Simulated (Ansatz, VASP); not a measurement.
# One calculation of Al3B2N, two programs

```
CELL_PARAMETERS angstrom
4.31550 0.00000 0.00000
0.00000 4.31550 0.00000
0.00000 0.00000 4.12251
ATOMIC_POSITIONS crystal
Al 0.00000 0.00000 0.00000
Al 0.00000 0.50000 0.50000
Al 0.50000 0.00000 0.50000
B 0.00000 0.50000 0.00000
B 0.50000 0.00000 0.00000
N 0.50000 0.50000 0.00000
```

Alike in both runs: functional PBE; k mesh 10 × 10 × 10; occupations gaussian, width 0.1 eV; no spin polarisation.

Ansatz relaxed the structure, and its values are those at the end. VASP's run is a single point on that final structure, the one shown.

|  | VASP | Ansatz |
| --- | --- | --- |
| version | VASP 6.6.1 | Ansatz 0.2.0 |
| potentials or method | VASP PAW PBE potentials, release 64 (Al, B, N), cutoff 520 eV | scalar-relativistic, plane waves, PAW |
| valence electrons in the cell | 20 | 20 |

```csv
,VASP,Ansatz,Ansatz less VASP
gap on the k mesh at the Fermi level (eV),none,none,-
pressure (GPa),0.0,0.0,+0.05
```

A gap of «none» marks a metal or a gap that the smearing closes.
